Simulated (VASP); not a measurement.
Write the native input for VASP 6.6.1 that does the following.

```
Task                   : single point
Functional             : PBE
Potentials or basis    : VASP PAW PBE potentials, release 64 (Be, Se)
Cutoff                 : 520 eV
k mesh                 : 8 × 8 × 8
Occupations            : gaussian, width 0.01 eV
Spin                   : no spin polarisation
Dipole correction      : no
Further INCAR settings : ALGO = Normal; EDIFF = 1e-07; NBANDS = 15
```

The structure of Be4Se lies in POSCAR:

```
Be4Se
1.0
    4.2348806799      0.0000000000      0.0000000000
    0.0000000000      4.2348806799      0.0000000000
    0.0000000000      0.0000000000      5.3513587770
Be Se
4 1
Direct
    0.2527608979      0.0000000000      0.8511303850
    0.7472391021      0.0000000000      0.8511303850
    0.0000000000      0.7472391021      0.1488696150
    0.0000000000      0.2527608979      0.1488696150
    0.0000000000      0.0000000000      0.5000000000
```

One way to write it, as run:

INCAR

```
SYSTEM = Be4Se
ALGO = Normal
EDIFF = 1E-7
ENCUT = 520
GGA = PE
ISIF = 2
ISMEAR = 0
LASPH = .True.
LCHARG = .False.
LREAL = .False.
LWAVE = .False.
NBANDS = 15
NELM = 100
PREC = Accurate
SIGMA = 0.01
```

KPOINTS

```
k-points
0
Gamma
  8 8 8
  0 0 0
```

Potentials or basis: VASP PAW PBE potentials, release 64 (Be, Se).

Launch:

```bash
$ cat potpaw_PBE.64/Be/POTCAR potpaw_PBE.64/Se/POTCAR > POTCAR
$ mpirun -np 1 vasp_std > vasp.out
```

Results of the run:

The pressure is 0.1 GPa, the largest force is 0.017 eV/Å and the band gap on the k mesh is 0.25 eV, indirect (least direct gap 0.72 eV).

Wall time 75 s on 1 thread of Intel Xeon 6975P-C, with other jobs on the host, peak memory 0.26 GiB.
